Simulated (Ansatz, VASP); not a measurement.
TiTe in VASP and in Ansatz

```
CELL_PARAMETERS angstrom
0.00000 2.42348 2.42348
2.42348 0.00000 2.42348
2.42348 2.42348 0.00000
ATOMIC_POSITIONS crystal
Ti 0.00000 0.00000 0.00000
Te 0.50000 0.50000 0.50000
```

Change from the starting cell: volume scaled by 0.68, LAPW.

Alike in both runs: task single point; functional LDA; k mesh 12 × 12 × 12; occupations fermi-dirac, width 0.05 eV; no spin polarisation.

|  | VASP | Ansatz |
| --- | --- | --- |
| version | VASP 6.6.1 | Ansatz 0.2.0 |
| potentials or method | VASP PAW LDA potentials, release 64 (Ti_sv, Te), cutoff 520 eV | all-electron LAPW, scalar-relativistic |

Ansatz gave:

| Property | Result |
| --- | --- |
| pressure (GPa) | 83.9 |

Q: Which values does VASP return?

A: Pressure (GPa): 83.8.

LDA's correlation is that of Perdew and Zunger in VASP and of Perdew and Wang (1992) in Ansatz. Both programs put the cell under a high pressure, so it lies far from rest at this level. Ansatz ran all-electron here, and VASP with PAW potentials.

Neither program's run includes spin-orbit coupling. Noted on VASP's run: the cell as given lies far from equilibrium.
